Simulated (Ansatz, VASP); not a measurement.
One calculation of Be, two programs

The input INCAR:

```
SYSTEM = Be
PREC = Accurate
ENCUT = 520
EDIFF = 1E-6
ISMEAR = 0
SIGMA = 0.15
LREAL = .False.
LASPH = .True.
NELM = 100
ALGO = Fast
ISIF = 2
LWAVE = .False.
LCHARG = .False.
GGA = PE
NBANDS = 9
```

The input KPOINTS:

```
Automatic mesh
0
Gamma
  24 24 14
  0 0 0
```

The input POSCAR:

```
Be
1.0
    2.2995019849      0.0000000000      0.0000000000
   -1.1497509925      1.9914271350      0.0000000000
    0.0000000000      0.0000000000      3.6009000000
Be
2
Direct
    0.1826876006      0.3653752011      0.0833749896
    0.6666666667      0.3333333333      0.7500000000
```

Input for Ansatz:

```yaml
crystal:
  lattice:
    - [2.2995019849, 0.0, 0.0]
    - [-1.1497509925, 1.991427135, 0.0]
    - [0.0, 0.0, 3.6009]
  atoms:
    - { symbol: Be, position: [0.1826876006, 0.3653752011, 0.0833749896] }
    - { symbol: Be, position: [0.6666666667, 0.3333333333, 0.75] }
basis:
  ecutwfc: 420
kpoints:
  mp_grid: { grid: [24, 24, 14] }
hamiltonian:
  xc: pbe
scf:
  occupations: { method: gaussian, width: 0.15 }
output:
  forces: true
  stress: true
  eigenvalues: true
```

Alike in both runs: task single point; functional PBE; k mesh 24 × 24 × 14; occupations gaussian, width 0.15 eV; no spin polarisation.

```csv
,VASP,Ansatz
version,VASP 6.6.1,Ansatz 0.2.0
potentials or method,"VASP PAW PBE potentials, release 64 (Be), cutoff 520 eV","scalar-relativistic, plane waves, PAW"
valence electrons in the cell,4,4
```

VASP gave:

```
gap on the k mesh at the Fermi level (eV) : none
rms of the force components (eV/Å)        : 4.033
```

Task: Estimate Ansatz's values.

Result: gap on the k mesh at the Fermi level (eV): none; rms of the force components (eV/Å): 4.006.

Atom by atom the forces differ by 0.027 eV/Å (rms over components). A gap of «none» marks a metal or a gap that the smearing closes. With one functional, cell and mesh, what is left measures potentials, basis and numerics.
